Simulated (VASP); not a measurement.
# Sr (Fd-3m) in VASP: a series of runs

Sr is run at these levels: PBEsol; tasks: relaxation of cell and atoms.

Everything below comes from runs of VASP 6.6.1. Logs are shortened: lines on timing, memory, paths and dates and some standing lists are left out, and cuts for length are marked.

## (1) The cell of the first run

The structure is cubic, space group Fd-3m (No. 227). The conventional cell has a = 8.370 Å, b = 8.370 Å, c = 8.370 Å, α = 90.00°, β = 90.00°, γ = 90.00°. Within 4.8 Å of Sr (site symmetry -43m) lie 4 Sr at 3.62 Å.

This isn't the form of Sr at room conditions, which is fcc.

## (2) Relaxation of cell and atoms, PBEsol, target pressure 10 GPa, at which the enthalpy is minimised

Input file INCAR:

```
SYSTEM = Sr
  ALGO = Normal
  EDIFF = 1E-6
  EDIFFG = -0.03
  ENCUT = 600
  GGA = PS
  IBRION = 2
  ISIF = 3
  ISMEAR = 1
  LASPH = .True.
  LCHARG = .False.
  LREAL = .False.
  LWAVE = .False.
  NELM = 80
  NSW = 80
  PREC = Accurate
  PSTRESS = 100.0
  SIGMA = 0.05
```

Input file KPOINTS:

```
k-points
0
Gamma
  4 4 4
  0 0 0
```

Input file POSCAR:

```
Sr
1.0
    0.0000000000      4.1850000000      4.1850000000
    4.1850000000      0.0000000000      4.1850000000
    4.1850000000      4.1850000000      0.0000000000
Sr
2
Direct
    0.0000000000      0.0000000000      0.0000000000
    0.2500000000      0.2500000000      0.2500000000
```

Potentials or basis: VASP PAW PBE potentials, release 64 (Sr_sv).

Run with:

```
cat potpaw_PBE.64/Sr_sv/POTCAR > POTCAR
mpirun -np 1 vasp_std > vasp.out
```

OUTCAR:

```text
SYSTEM = Sr
   EDIFF = 1E-6
   EDIFFG = -0.03
   ENCUT = 600
   GGA = PS
   IBRION = 2
   ISIF = 3
   ISMEAR = 1
   LASPH = .True.
   LREAL = .False.
   NELM = 80
   NSW = 80
   PREC = Accurate
   PSTRESS = 100.0

 ion  position               nearest neighbor table
   1  0.000  0.000  0.000-   2 3.62   2 3.62   2 3.62   2 3.62
   2  0.250  0.250  0.250-   1 3.62   1 3.62   1 3.62   1 3.62

  LATTYP: Found a face centered cubic cell.
 ALAT       =     8.3700000000

  Lattice vectors:

 A1 = (   0.0000000000,   4.1850000000,   4.1850000000)
 A2 = (   4.1850000000,   0.0000000000,   4.1850000000)
 A3 = (   4.1850000000,   4.1850000000,   0.0000000000)

Analysis of symmetry for initial positions (statically):
=====================================================================
 Subroutine PRICEL returns:
 Original cell was already a primitive cell.

 Routine SETGRP: Setting up the symmetry group for a
 face centered cubic supercell.

 Subroutine GETGRP returns: Found 48 space group operations
 (whereof 24 operations were pure point group operations)
 out of a pool of 48 trial point group operations.

The static configuration has the point symmetry T_d .
 The point group associated with its full space group is O_h .

Analysis of symmetry for dynamics (positions and initial velocities):
=====================================================================
 Subroutine PRICEL returns:
 Original cell was already a primitive cell.

 Routine SETGRP: Setting up the symmetry group for a
 face centered cubic supercell.

 Subroutine GETGRP returns: Found 48 space group operations
 (whereof 24 operations were pure point group operations)
 out of a pool of 48 trial point group operations.

The dynamic configuration has the point symmetry T_d .
 The point group associated with its full space group is O_h .

 Subroutine INISYM returns: Found 48 space group operations
 (whereof 24 operations are pure point group operations),
 and found     1 'primitive' translations

----------------------------------------------------------------------------------------

                                     Primitive cell

  volume of cell :     146.5941

  direct lattice vectors                    reciprocal lattice vectors
     0.000000000  4.185000000  4.185000000    -0.119474313  0.119474313  0.119474313
     4.185000000  0.000000000  4.185000000     0.119474313 -0.119474313  0.119474313
     4.185000000  4.185000000  0.000000000     0.119474313  0.119474313 -0.119474313

  length of vectors
     5.918483759  5.918483759  5.918483759     0.206935580  0.206935580  0.206935580

  position of ions in fractional coordinates (direct lattice)
     0.000000000  0.000000000  0.000000000
     0.250000000  0.250000000  0.250000000

  ion indices of the primitive-cell ions
   primitive index   ion index
                 1           1
                 2           2

----------------------------------------------------------------------------------------

 KPOINTS: k-points

Automatic generation of k-mesh.
 Grid dimensions read from file:
 generate k-points for:    4    4    4

 Generating k-lattice:

  Cartesian coordinates                     Fractional coordinates (reciprocal lattice)
    -0.029868578  0.029868578  0.029868578     0.250000000  0.000000000  0.000000000
     0.029868578 -0.029868578  0.029868578     0.000000000  0.250000000  0.000000000
     0.029868578  0.029868578 -0.029868578     0.000000000  0.000000000  0.250000000

  Length of vectors
     0.051733895  0.051733895  0.051733895

  Shift w.r.t. Gamma in fractional coordinates (k-lattice)
     0.000000000  0.000000000  0.000000000

 Subroutine IBZKPT returns following result:
 ===========================================

 Found      8 irreducible k-points:

 Following reciprocal coordinates:
            Coordinates               Weight
  0.000000  0.000000  0.000000      1.000000
  0.250000  0.000000  0.000000      8.000000
  0.500000  0.000000  0.000000      4.000000
  0.250000  0.250000  0.000000      6.000000
  0.500000  0.250000  0.000000     24.000000
 -0.250000  0.250000  0.000000     12.000000
  0.500000  0.500000  0.000000      3.000000
 -0.250000  0.500000  0.250000      6.000000
   k-points           NKPTS =      8   k-points in BZ     NKDIM =      8   number of bands    NBANDS=     14
   number of dos      NEDOS =    301   number of ions     NIONS =      2
   total plane-waves  NPLWV = 110592
   dimension x,y,z NGX =    48 NGY =   48 NGZ =   48
   dimension x,y,z NGXF=    96 NGYF=   96 NGZF=   96
   ions per type =               2
   NGX,Y,Z   is equivalent  to a cutoff of  13.48, 13.48, 13.48 a.u.
   NGXF,Y,Z  is equivalent  to a cutoff of  26.97, 26.97, 26.97 a.u.
 SYSTEM =  Sr
   PREC   = accura    normal or accurate (medium, high low for compatibility)
   ISTART =      0    job   : 0-new  1-cont  2-samecut
   ICHARG =      2    charge: 1-file 2-atom 10-const
   ISPIN  =      1    spin polarized calculation?
   LNONCOLLINEAR =      F non collinear calculations
   LSORBIT =      F    spin-orbit coupling
   LASPH  =      T    aspherical Exc in radial PAW
   ENCUT  =  600.0 eV  44.10 Ry    6.64 a.u.  11.82 11.82 11.82*2*pi/ulx,y,z
   NELM   =     80;   NELMIN=  2; NELMDL= -5     # of ELM steps
   EDIFF  = 0.1E-05   stopping-criterion for ELM
   LREAL  =      F    real-space projection
   EDIFFG = -.3E-01   stopping-criterion for IOM
   NSW    =     80    number of steps for IOM
   IBRION =      2    ionic relax: 0-MD 1-quasi-New 2-CG
   NFREE  =      1    steps in history (QN), initial steepest desc. (CG)
   ISIF   =      3    stress and relaxation
   ISYM   =      2    0-nonsym 1-usesym 2-fastsym
   POTIM  = 0.5000    time-step for ionic-motion
   TEBEG  =    0.0;   TEEND  =   0.0 temperature during run
   PSTRESS=  100.0 pullay stress
   NELECT =      20.0000    total number of electrons
   NUPDOWN=      -1.0000    fix difference up-down
   EMIN   =  10.00;   EMAX   =-10.00  energy-range for DOS
   EFERMI =   0.00;   METHOD = LEGACY
   ISMEAR =     1;   SIGMA  =   0.05  broadening in eV -4-tet -1-fermi 0-gaus
   EFERMI_NEDOS =   21; number of points for ismear=-14 and -15
   IALGO  =     38    algorithm
   IMIX   =      4    mixing-type and parameters
     AMIX     =   0.40;   BMIX     =  1.00
     AMIX_MAG =   1.60;   BMIX_MAG =  1.00
  volume/ion in A,a.u.               =      73.30       494.63
  Fermi-wavevector in a.u.,A,eV,Ry     =   0.842777  1.592618  9.663853  0.710273
  Thomas-Fermi vector in A             =   1.957538
   LORBIT       =      0    0 simple, 1 ext, 2 COOP (PROOUT), +10 PAW based schemes
   GGA     = PS    functional components
   LHFCALC =     F    Hartree Fock is set to
   AEXX    =    0.0000 exact exchange contribution
   IVDW    =     0    specifies the selected vdW correction
   LEPSILON=     F    determine dielectric tensor
   LRPA    =     F    only Hartree local field effects (RPA)
 conjugate gradient relaxation of ions
 non-spin polarized calculation
 Methfessel and Paxton  Order N= 1 SIGMA  =   0.05
  energy-cutoff  :      600.00
  volume of cell :      146.59
 maximum number of plane-waves:      4916
   NGX = 23   NGY = 23   NGZ = 23

--------------------------------------- Ionic step        1  -------------------------------------------

 number of electron      20.0000000 magnetization

 Free energy of the ion-electron system (eV)
  ---------------------------------------------------
  ext. energy  EPLUGINS =         0.00000000
  ---------------------------------------------------
  free energy    TOTEN  =        -1.39919284 eV

  energy without entropy =       -1.39802105  energy(sigma->0) =       -1.39880225

------------------------ aborting loop because EDIFF is reached ----------------------------------------

  FORCE on cell =-STRESS in cart. coord.  units (eV):
  Direction    XX          YY          ZZ          XY          YZ          ZX
  --------------------------------------------------------------------------------------
  -------------------------------------------------------------------------------------
  Total        1.1146052      1.1146052      1.1146052      0.0000000      0.0000000      0.0000000
  in kB       12.1819061     12.1819061     12.1819061      0.0000000      0.0000000      0.0000000
  external PRESSURE =     -87.8180939 kB  Pullay stress =     100.0000000 kB
[... 23 lines left out ...]
  enthalpy is  TOTEN    =         7.7504849434 eV   P V=        9.1496777857

--------------------------------------- Ionic step        2  -------------------------------------------

 number of electron      20.0000000 magnetization

 E-fermi :   2.5845     XC(G=0):  -8.5500

 val. band max:        2.5695440652   @ k =  -0.2500   0.2500   0.0000
 cond. band min:       2.7308389532   @ k =   0.2500   0.0000   0.0000
 fundamental gap:      0.1612948880
 Fermi energy:         2.5845294326

 k-point     1 :       0.0000    0.0000    0.0000
  band No.  band energies     occupation
      1     -34.4491      2.00000
      2     -33.7261      2.00000
      3     -16.8116      2.00000
      4     -16.8116      2.00000
      5     -16.8116      2.00000
      6     -15.6412      2.00000
      7     -15.6412      2.00000
      8     -15.6412      2.00000
      9      -0.8623      2.00000
     10       2.9749     -0.00000
     11       2.9749     -0.00000
     12       4.0854      0.00000
     13       4.0854      0.00000
     14       4.0854      0.00000
[... 342 lines left out ...]
  enthalpy is  TOTEN    =         4.0554113588 eV   P V=        3.9203977274

--------------------------------------- Ionic step        8  -------------------------------------------

 number of electron      20.0000000 magnetization

 Free energy of the ion-electron system (eV)
  ---------------------------------------------------
  ext. energy  EPLUGINS =         0.00000000
  ---------------------------------------------------
  free energy    TOTEN  =         0.16735587 eV

  energy without entropy =        0.16832256  energy(sigma->0) =        0.16767810

 E-fermi :   3.3131     XC(G=0):  -9.3420

 val. band max:        3.2998699035   @ k =  -0.2500   0.2500   0.0000
 cond. band min:       3.4681234276   @ k =   0.2500   0.0000   0.0000
 fundamental gap:      0.1682535240
 Fermi energy:         3.3131343250

 k-point     1 :       0.0000    0.0000    0.0000
  band No.  band energies     occupation
      1     -33.6164      2.00000
      2     -32.2707      2.00000
      3     -16.0352      2.00000
      4     -16.0352      2.00000
      5     -16.0352      2.00000
      6     -14.2755      2.00000
      7     -14.2755      2.00000
      8     -14.2755      2.00000
      9       0.0840      2.00000
     10       3.7526     -0.00000
     11       3.7526     -0.00000
     12       5.3847      0.00000
     13       5.3847      0.00000
     14       5.3847      0.00000
[... 146 lines left out ...]
  FREE ENERGIE OF THE ION-ELECTRON SYSTEM (eV)
  ---------------------------------------------------
  free  energy   TOTEN  =         0.1673558741 eV

  energy  without entropy=        0.1683225554  energy(sigma->0) =        0.16767810

  enthalpy is  TOTEN    =         4.0547272575 eV   P V=        3.8873713834

 reached required accuracy - stopping structural energy minimisation
```

Run time: 2.3 min. Hardware: 1 thread of Intel Xeon Platinum 8488C (Sapphire Rapids), shared host; peak memory 0.35 GiB.

Results:

* Free energy: 0.1674 eV
* Relaxed volume: 31.14 Å³/atom
* Relaxed cell: a = 4.449 Å, b = 4.449 Å, c = 4.449 Å, α = 60.00°, β = 60.00°, γ = 60.00°
* Space group after relaxing (to 0.1 Å): Fd-3m (No. 227)
* Energy change on relaxing (the run minimises the enthalpy): +783.3 meV/atom
* Ionic steps: 8
* Pressure after relaxing: 10.0 GPa
* Band gap on the k mesh: zero (bands 10 and 11 overlap by 0.45 eV)

Step by step:
| step | energy change (eV) | largest force (eV/Å) | pressure (GPa) | volume (Å³) |
| --- | --- | --- | --- | --- |
| 1 | 0.0000 | 0.0000 | 1.22 | 146.59 |
| 2 | 0.9990 | 0.0000 | 3.83 | 76.81 |
| 3 | 2.0092 | 0.0000 | 15.60 | 56.69 |
| 4 | 1.4515 | 0.0000 | 8.57 | 64.27 |
| 5 | 1.5523 | 0.0000 | 9.81 | 62.51 |
| 6 | 1.6312 | 0.0000 | 10.84 | 61.29 |
| 7 | 1.5342 | 0.0000 | 9.58 | 62.81 |
| 8 | 1.5666 | 0.0000 | 10.00 | 62.28 |

Final structure:
```
CELL_PARAMETERS angstrom
0.00000 3.14615 3.14615
3.14615 0.00000 3.14615
3.14615 3.14615 0.00000
ATOMIC_POSITIONS crystal
Sr 0.00000 0.00000 0.00000
Sr 0.25000 0.25000 0.25000
```

Levels at points of the mesh, in eV from the Fermi level:
| k point | band 7 | band 8 | band 9 | band 10 | band 11 | band 12 | band 13 | band 14 |
| --- | --- | --- | --- | --- | --- | --- | --- | --- |
| (0.00, 0.00, 0.00) | -17.59 | -17.59 | -3.23 | 0.44 | 0.44 | 2.07 | 2.07 | 2.07 |
| (0.50, 0.00, 0.00) | -17.28 | -17.28 | -0.57 | -0.29 | 0.42 | 0.42 | 1.80 | 1.80 |
| (0.50, 0.50, 0.00) | -16.94 | -16.94 | -1.19 | -1.19 | 1.87 | 1.87 | 2.75 | 2.75 |

Caveat: the cell is relaxed towards a set pressure, so the run minimises the enthalpy, not the energy; the volume moved by over 15 % at a fixed basis, so the end points are rough; the PAW data sets were made with another functional, which shifts forces and pressure a little.

## (3) Relaxation of cell and atoms, PBEsol, target pressure 20 GPa, at which the enthalpy is minimised

Input file INCAR:

```
PREC = Accurate
ENCUT = 600
EDIFF = 1E-6
ISMEAR = 1
SIGMA = 0.05
LREAL = False
LASPH = True
NELM = 100
ALGO = Normal
ISIF = 3
LWAVE = False
LCHARG = False
GGA = PS
IBRION = 2
NSW = 80
EDIFFG = -0.03
PSTRESS = 200.0
```

Input file KPOINTS:

```
Automatic mesh
0
Gamma
  4 4 4
```

POSCAR is that of step 2.

Potentials or basis: VASP PAW PBE potentials, release 64 (Sr_sv).

Run with:

```
cat potpaw_PBE.64/Sr_sv/POTCAR > POTCAR
mpirun -np 1 vasp_std > vasp.out
```

It took 2.7 min on 1 thread of Intel Xeon Platinum 8488C (Sapphire Rapids), shared host; peak memory 0.36 GiB.

It converged, with:

* Free energy: 0.9754 eV
* Relaxed volume: 26.67 Å³/atom
* Relaxed cell: a = 4.225 Å, b = 4.225 Å, c = 4.225 Å, α = 60.00°, β = 60.00°, γ = 60.00°
* Space group after relaxing (to 0.1 Å): Fd-3m (No. 227)
* Energy change on relaxing (the run minimises the enthalpy): +1187.3 meV/atom
* Ionic steps: 8
* Pressure after relaxing: 20.0 GPa
* Band gap on the k mesh: zero (bands 10 and 11 overlap by 0.40 eV)

Step by step:
```
step  energy change (eV)  largest force (eV/Å)  pressure (GPa)  volume (Å³)
   1              0.0000                0.0000            1.22       146.59
   2             13.9871                0.0000          213.62        29.42
   3              1.5255                0.0000            9.46        62.96
   4              1.8307                0.0000           13.51        58.65
   5              2.3556                0.0000           19.71        53.49
   6              2.5214                0.0000           22.11        52.22
   7              2.2142                0.0000           17.62        54.71
   8              2.3746                0.0000           19.99        53.34
```

Final structure:
```yaml
crystal:
  lattice:
    - [0.00000, 2.98768, 2.98768]
    - [2.98768, 0.00000, 2.98768]
    - [2.98768, 2.98768, 0.00000]
  atoms:
    - { symbol: Sr, position: [0.00000, 0.00000, 0.00000] }
    - { symbol: Sr, position: [0.25000, 0.25000, 0.25000] }
```

Levels at points of the mesh, in eV from the Fermi level:
| k point | band 7 | band 8 | band 9 | band 10 | band 11 | band 12 | band 13 | band 14 |
| --- | --- | --- | --- | --- | --- | --- | --- | --- |
| (0.00, 0.00, 0.00) | -17.17 | -17.17 | -3.12 | 0.35 | 0.35 | 2.45 | 2.45 | 2.45 |
| (0.50, 0.00, 0.00) | -16.71 | -16.71 | -0.60 | 0.15 | 0.42 | 0.42 | 1.97 | 1.97 |
| (0.50, 0.50, 0.00) | -16.21 | -16.21 | -1.39 | -1.39 | 2.03 | 2.03 | 3.99 | 3.99 |

Caveat: the cell is relaxed towards a set pressure, so the run minimises the enthalpy, not the energy; the volume moved by over 15 % at a fixed basis, so the end points are rough; the PAW data sets were made with another functional, which shifts forces and pressure a little.
